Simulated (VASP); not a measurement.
Ba: single point with PBE

Ba:

```
Ba
1.0
    -3.97221    3.97120    2.15028
     3.97120   -3.97221    2.15028
     3.97406    3.97406   -2.15213
Ba
2
Direct
  0.00005 0.99995 0.00000
  0.74995 0.25005 0.50000
```

```json
{
  "Program": "VASP 6.6.1",
  "Task": "single point",
  "Functional": "PBE",
  "Potentials or basis": "VASP PAW PBE potentials, release 64 (Ba_sv)",
  "Cutoff": "520 eV",
  "k mesh": "10 × 10 × 7",
  "Occupations": "fermi-dirac, width 0.1 eV",
  "Spin": "no spin polarisation"
}
```

```json
{
  "Pressure": "-0.7 GPa",
  "Band gap on the k mesh": "zero (bands 10 and 11 overlap by 0.11 eV)"
}
```

Forces in eV/Å, atoms in the order of the input:
```
Ba   0.002 -0.002  0.000
Ba  -0.002  0.002  0.000
```

Stress tensor (GPa, compression positive):
```
-0.62  0.00  0.00
 0.00 -0.62  0.00
 0.00  0.00 -0.71
```

Levels at points of the mesh, in eV from the Fermi level:
| k point | band 6 | band 7 | band 8 | band 9 | band 10 | band 11 | band 12 | band 13 | band 14 | band 15 |
| --- | --- | --- | --- | --- | --- | --- | --- | --- | --- | --- |
| (0.00, 0.00, 0.00) | -14.10 | -14.08 | -14.08 | -2.59 | -0.66 | 0.35 | 0.48 | 1.05 | 2.76 | 2.76 |
| (0.50, 0.00, 0.00) | -14.25 | -14.20 | -14.05 | -0.61 | -0.33 | 0.26 | 0.86 | 1.10 | 1.71 | 1.83 |
| (0.50, 0.50, 0.00) | -14.30 | -14.08 | -14.08 | -1.12 | -1.12 | 0.63 | 0.63 | 1.37 | 1.37 | 2.05 |

It took 2.8 min on 1 thread of Intel(R) Xeon(R) 6975P-C (Granite Rapids), on a shared host, peak memory 0.57 GiB.

Caveat: spin-orbit coupling is left out, which moves the levels of the heavy elements.
